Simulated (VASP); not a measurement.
# Hf3Al2N5 (I4/mmm) in VASP: single point with PBE

Aim: the single point of Hf3Al2N5 with PBE.

Program: VASP 6.6.1. These are calculated values, not measurements. Logs are shortened: lines on timing, memory, paths and dates and some standing lists are left out, and cuts for length are marked.

### 1 The cell of the first run

The structure is tetragonal, space group I4/mmm (No. 139). Conventional cell: a = 3.126 Å, b = 3.126 Å, c = 22.145 Å, α = 90.00°, β = 90.00°, γ = 90.00°. Within 2.9 Å of Hf (site symmetry 4/mmm) lie 6 N at 2.17 to 2.21 Å. Within 3.2 Å of Hf (site symmetry 4mm) lie 6 N at 2.23 to 2.44 Å and 8 Hf at 3.06 to 3.13 Å and 4 Al at 3.15 Å. Within 2.6 Å of Al (site symmetry 4mm) lie 6 N at 1.93 to 2.23 Å. N (site symmetry 4mm) has 2 Hf at 2.17 to 2.30 Å and 4 Al at 2.21 Å and 12 N at 2.97 to 3.13 Å within 3.2 Å. Within 2.6 Å of N (site symmetry 4mm) lie 1 Al at 1.93 Å and 5 Hf at 2.23 to 2.44 Å. N (site symmetry 4/mmm) has 4 Hf at 2.21 Å and 2 Al at 2.23 Å within 2.9 Å.

### 2 Single point, PBE

INCAR

```
SYSTEM = Hf3Al2N5
PREC = Accurate
ENCUT = 520
EDIFF = 1E-6
ISMEAR = 0
SIGMA = 0.1
LREAL = .FALSE.
LASPH = .TRUE.
NELM = 80
ALGO = Normal
ISIF = 2
LWAVE = .FALSE.
LCHARG = .FALSE.
GGA = PE
NBANDS = 42
```

KPOINTS

```
regular mesh
0
G
  8 8 8
  0 0 0
```

POSCAR

```
Hf3Al2N5
1.0
   -1.5631782422      1.5631782422     11.0722643912
    1.5631782422     -1.5631782422     11.0722643912
    1.5631782422      1.5631782422    -11.0722643912
Hf Al N
3 2 5
Direct
    0.0000000000      0.0000000000      0.0000000000
    0.2021013768      0.2021013768      0.0000000000
    0.7978986232      0.7978986232      0.0000000000
    0.6005522275      0.6005522275      0.0000000000
    0.3994477725      0.3994477725      0.0000000000
    0.0980779806      0.0980779806      0.0000000000
    0.6878911778      0.6878911778      0.0000000000
    0.3121088222      0.3121088222      0.0000000000
    0.9019220194      0.9019220194      0.0000000000
    0.5000000000      0.5000000000      0.0000000000
```

Potentials or basis: VASP PAW PBE potentials, release 64 (Hf_pv, Al, N).

Run with:

```
> cat potpaw_PBE.64/Hf_pv/POTCAR potpaw_PBE.64/Al/POTCAR potpaw_PBE.64/N/POTCAR > POTCAR
> mpirun -np 1 vasp_std > vasp.out
```

OUTCAR:

```text
SYSTEM = Hf3Al2N5
   PREC = Accurate
   ENCUT = 520
   EDIFF = 1E-6
   ISMEAR = 0
   LREAL = .FALSE.
   LASPH = .TRUE.
   NELM = 80
   ISIF = 2
   GGA = PE

 ion  position               nearest neighbor table
   1  0.000  0.000  0.000-   6 2.17   9 2.17  10 2.21  10 2.21  10 2.21  10 2.21   4 3.14   4 3.14
                             5 3.14   5 3.14   5 3.14   4 3.14   5 3.14   4 3.14
   2  0.202  0.202  0.000-   7 2.23   7 2.23   7 2.23   7 2.23   6 2.30   8 2.44   3 3.06   3 3.06
                             3 3.06   3 3.06   4 3.15   4 3.15   4 3.15   4 3.15
   3  0.798  0.798  0.000-   8 2.23   8 2.23   8 2.23   8 2.23   9 2.30   7 2.44   2 3.06   2 3.06
                             2 3.06   2 3.06   5 3.15   5 3.15   5 3.15   5 3.15
   4  0.601  0.601  0.000-   7 1.93   6 2.21   6 2.21   6 2.21   6 2.21  10 2.23   1 3.14   1 3.14
                             1 3.14   1 3.14   2 3.15   2 3.15   2 3.15   2 3.15
   5  0.399  0.399  0.000-   8 1.93   9 2.21   9 2.21   9 2.21   9 2.21  10 2.23   1 3.14   1 3.14
                             1 3.14   1 3.14   3 3.15   3 3.15   3 3.15   3 3.15
   6  0.098  0.098  0.000-   1 2.17   4 2.21   4 2.21   4 2.21   4 2.21   2 2.30
   7  0.688  0.688  0.000-   4 1.93   2 2.23   2 2.23   2 2.23   2 2.23   3 2.44
   8  0.312  0.312  0.000-   5 1.93   3 2.23   3 2.23   3 2.23   3 2.23   2 2.44
   9  0.902  0.902  0.000-   1 2.17   5 2.21   5 2.21   5 2.21   5 2.21   3 2.30
  10  0.500  0.500  0.000-   1 2.21   1 2.21   1 2.21   1 2.21   5 2.23   4 2.23

  LATTYP: Found a body centered tetragonal cell.
 ALAT       =     3.1263564844
 C/A-ratio  =     7.0831745813

  Lattice vectors:

 A1 = (  -1.5631782422,   1.5631782422,  11.0722643912)
 A2 = (   1.5631782422,  -1.5631782422,  11.0722643912)
 A3 = (   1.5631782422,   1.5631782422, -11.0722643912)

Analysis of symmetry for initial positions (statically):
=====================================================================
 Subroutine PRICEL returns:
 Original cell was already a primitive cell.

 Routine SETGRP: Setting up the symmetry group for a
 body centered tetragonal supercell.

 Subroutine GETGRP returns: Found 16 space group operations
 (whereof 16 operations were pure point group operations)
 out of a pool of 16 trial point group operations.

The static configuration has the point symmetry D_4h.

Analysis of symmetry for dynamics (positions and initial velocities):
=====================================================================
 Subroutine PRICEL returns:
 Original cell was already a primitive cell.

 Routine SETGRP: Setting up the symmetry group for a
 body centered tetragonal supercell.

 Subroutine GETGRP returns: Found 16 space group operations
 (whereof 16 operations were pure point group operations)
 out of a pool of 16 trial point group operations.

The dynamic configuration has the point symmetry D_4h.

 Subroutine INISYM returns: Found 16 space group operations
 (whereof 16 operations are pure point group operations),
 and found     1 'primitive' translations

----------------------------------------------------------------------------------------

                                     Primitive cell

  volume of cell :     108.2215

  direct lattice vectors                    reciprocal lattice vectors
    -1.563178242  1.563178242 11.072264391     0.000000000  0.319861156  0.045157881
     1.563178242 -1.563178242 11.072264391     0.319861156  0.000000000  0.045157881
     1.563178242  1.563178242-11.072264391     0.319861156  0.319861156  0.000000000

  length of vectors
    11.290796747 11.290796747 11.290796747     0.323033115  0.323033115  0.452351985

  position of ions in fractional coordinates (direct lattice)
     0.000000000  0.000000000  0.000000000
     0.202101377  0.202101377  0.000000000
     0.797898623  0.797898623  0.000000000
     0.600552228  0.600552228  0.000000000
     0.399447772  0.399447772  0.000000000
     0.098077981  0.098077981  0.000000000
     0.687891178  0.687891178  0.000000000
     0.312108822  0.312108822  0.000000000
     0.901922019  0.901922019  0.000000000
     0.500000000  0.500000000  0.000000000

  ion indices of the primitive-cell ions
   primitive index   ion index
                 1           1
                 2           2
                 3           3
                 4           4
                 5           5
                 6           6
                 7           7
                 8           8
                 9           9
                10          10

----------------------------------------------------------------------------------------

 KPOINTS: regular mesh

Automatic generation of k-mesh.
 Grid dimensions read from file:
 generate k-points for:    8    8    8

 Generating k-lattice:

  Cartesian coordinates                     Fractional coordinates (reciprocal lattice)
     0.000000000  0.039982645  0.005644735     0.125000000  0.000000000 -0.000000000
     0.039982645  0.000000000  0.005644735     0.000000000  0.125000000 -0.000000000
     0.039982645  0.039982645  0.000000000     0.000000000  0.000000000  0.125000000

  Length of vectors
     0.040379139  0.040379139  0.056543998

  Shift w.r.t. Gamma in fractional coordinates (k-lattice)
     0.000000000  0.000000000  0.000000000

 Subroutine IBZKPT returns following result:
 ===========================================

 Found     59 irreducible k-points:

 Following reciprocal coordinates:
            Coordinates               Weight
  0.000000  0.000000  0.000000      1.000000
  0.125000 -0.000000  0.000000      8.000000
  0.250000 -0.000000  0.000000      8.000000
  0.375000 -0.000000  0.000000      8.000000
  0.500000 -0.000000  0.000000      4.000000
  0.125000  0.125000  0.000000      8.000000
[... 16 lines left out ...]
  0.250000  0.125000  0.125000     16.000000
  0.375000  0.125000  0.125000      8.000000
 [... further k-points ...]
   k-points           NKPTS =     59   k-points in BZ     NKDIM =     59   number of bands    NBANDS=     42
   number of dos      NEDOS =    301   number of ions     NIONS =     10
   total plane-waves  NPLWV = 592704
   dimension x,y,z NGX =    84 NGY =   84 NGZ =   84
   dimension x,y,z NGXF=   168 NGYF=  168 NGZF=  168
   ions per type =               3   2   5
   NGX,Y,Z   is equivalent  to a cutoff of  12.37, 12.37, 12.37 a.u.
   NGXF,Y,Z  is equivalent  to a cutoff of  24.74, 24.74, 24.74 a.u.
 SYSTEM =  Hf3Al2N5
   PREC   = accura    normal or accurate (medium, high low for compatibility)
   ISTART =      0    job   : 0-new  1-cont  2-samecut
   ICHARG =      2    charge: 1-file 2-atom 10-const
   ISPIN  =      1    spin polarized calculation?
   LNONCOLLINEAR =      F non collinear calculations
   LSORBIT =      F    spin-orbit coupling
   LASPH  =      T    aspherical Exc in radial PAW
   ENCUT  =  520.0 eV  38.22 Ry    6.18 a.u.  20.99 20.99 20.99*2*pi/ulx,y,z
   NELM   =     80;   NELMIN=  2; NELMDL= -5     # of ELM steps
   EDIFF  = 0.1E-05   stopping-criterion for ELM
   LREAL  =      F    real-space projection
   EDIFFG = 0.1E-04   stopping-criterion for IOM
   NSW    =      0    number of steps for IOM
   IBRION =     -1    ionic relax: 0-MD 1-quasi-New 2-CG
   NFREE  =      0    steps in history (QN), initial steepest desc. (CG)
   ISIF   =      2    stress and relaxation
   ISYM   =      2    0-nonsym 1-usesym 2-fastsym
   POTIM  = 0.5000    time-step for ionic-motion
   TEBEG  =    0.0;   TEEND  =   0.0 temperature during run
   PSTRESS=    0.0 pullay stress
   NELECT =      61.0000    total number of electrons
   NUPDOWN=      -1.0000    fix difference up-down
   EMIN   =  10.00;   EMAX   =-10.00  energy-range for DOS
   EFERMI =   0.00;   METHOD = LEGACY
   ISMEAR =     0;   SIGMA  =   0.10  broadening in eV -4-tet -1-fermi 0-gaus
   EFERMI_NEDOS =   21; number of points for ismear=-14 and -15
   IALGO  =     38    algorithm
   IMIX   =      4    mixing-type and parameters
     AMIX     =   0.40;   BMIX     =  1.00
     AMIX_MAG =   1.60;   BMIX_MAG =  1.00
  volume/ion in A,a.u.               =      10.82        73.03
  Fermi-wavevector in a.u.,A,eV,Ry     =   1.352323  2.555519 24.882012  1.828776
  Thomas-Fermi vector in A             =   2.479671
   LORBIT       =      0    0 simple, 1 ext, 2 COOP (PROOUT), +10 PAW based schemes
   GGA     = PE    functional components
   LHFCALC =     F    Hartree Fock is set to
   AEXX    =    0.0000 exact exchange contribution
   IVDW    =     0    specifies the selected vdW correction
   LEPSILON=     F    determine dielectric tensor
   LRPA    =     F    only Hartree local field effects (RPA)
 non-spin polarized calculation
 Gauss-broadening in eV      SIGMA  =   0.10
  energy-cutoff  :      520.00
  volume of cell :      108.22
 maximum number of plane-waves:      2960
   NGX = 41   NGY = 41   NGZ = 41

 number of electron      60.9999992 magnetization

 Free energy of the ion-electron system (eV)
  ---------------------------------------------------
  ext. energy  EPLUGINS =         0.00000000
  ---------------------------------------------------
  free energy    TOTEN  =       -92.36934364 eV

  energy without entropy =      -92.36352921  energy(sigma->0) =      -92.36643642

 E-fermi :   9.1731     XC(G=0): -12.2867

 val. band max:        9.1385307628   @ k =   0.5000   0.3750   0.0000
 cond. band min:       9.1776222728   @ k =   0.2500   0.2500   0.2500
 fundamental gap:      0.0390915100
 Fermi energy:         9.1730819034

 k-point     1 :       0.0000    0.0000    0.0000
  band No.  band energies     occupation
      1     -22.7962      2.00000
      2     -22.3916      2.00000
      3     -22.3916      2.00000
      4     -22.3517      2.00000
      5     -21.8804      2.00000
      6     -21.8804      2.00000
[... 34 lines left out ...]
     41      12.0915      0.00000
     42      12.7679      0.00000
[... 994 lines left out ...]
      2     -22.6966      2.00000
      3     -22.5997      2.00000
      4     -22.4476      2.00000
      5     -22.4475      2.00000
      6     -21.9938      2.00000
[... 34 lines left out ...]
     41      14.2603      0.00000
     42      14.3158      0.00000

 [... further k-points ...]

------------------------ aborting loop because EDIFF is reached ----------------------------------------

  FORCE on cell =-STRESS in cart. coord.  units (eV):
  Direction    XX          YY          ZZ          XY          YZ          ZX
  --------------------------------------------------------------------------------------
  -------------------------------------------------------------------------------------
  Total       -1.3732633     -1.3732633     -1.4034469      0.0000000     -0.0000000      0.0000000
  in kB      -20.3306358    -20.3306358    -20.7774921      0.0000000     -0.0000000      0.0000000
  external PRESSURE =     -20.4795879 kB  Pullay stress =       0.0000000 kB

 VOLUME and BASIS-vectors are now :
 -----------------------------------------------------------------------------
  energy-cutoff  :      520.00
  volume of cell :      108.22
      direct lattice vectors                 reciprocal lattice vectors
    -1.563178242  1.563178242 11.072264391     0.000000000  0.319861156  0.045157881
     1.563178242 -1.563178242 11.072264391     0.319861156  0.000000000  0.045157881
     1.563178242  1.563178242-11.072264391     0.319861156  0.319861156  0.000000000

 POSITION                                       TOTAL-FORCE (eV/Angst)
 -----------------------------------------------------------------------------------
      0.00000      0.00000      0.00000        -0.000000     -0.000000      0.000000
      0.00000      0.00000      4.47544         0.000000      0.000000     -0.060155
      0.00000      0.00000     17.66909        -0.000000     -0.000000      0.060155
      0.00000      0.00000     13.29895        -0.000000     -0.000000     -0.006404
      0.00000      0.00000      8.84558        -0.000000     -0.000000      0.006404
      0.00000      0.00000      2.17189        -0.000000     -0.000000     -0.021684
      0.00000      0.00000     15.23303         0.000000      0.000000      0.089399
      0.00000      0.00000      6.91150        -0.000000     -0.000000     -0.089399
      0.00000      0.00000     19.97264         0.000000      0.000000      0.021684
      0.00000      0.00000     11.07226        -0.000000     -0.000000      0.000000
 -----------------------------------------------------------------------------------
    total drift:                                0.000000      0.000000      0.000000

  FREE ENERGIE OF THE ION-ELECTRON SYSTEM (eV)
  ---------------------------------------------------
  free  energy   TOTEN  =       -92.3693436397 eV

  energy  without entropy=      -92.3635292066  energy(sigma->0) =      -92.36643642
```

It took 26 min on 1 thread of Intel Xeon 6975P-C (Granite Rapids), shared host; peak memory 1.2 GiB.

Results:

```yaml
Free_energy: -92.3693 eV
Pressure: -2.0 GPa
Largest_force: 0.089 eV/Å
Band_gap_on_the_k_mesh: zero (an odd number of electrons rules out a gap without spin polarisation)
```

Forces on the atoms (eV/Å):
```
Hf   0.000  0.000  0.000
Hf   0.000  0.000 -0.060
Hf   0.000  0.000  0.060
Al   0.000  0.000 -0.006
Al   0.000  0.000  0.006
N    0.000  0.000 -0.022
N    0.000  0.000  0.089
N    0.000  0.000 -0.089
N    0.000  0.000  0.022
N    0.000  0.000  0.000
```

Caveat: spin-orbit coupling is left out, which moves the levels of the heavy elements.
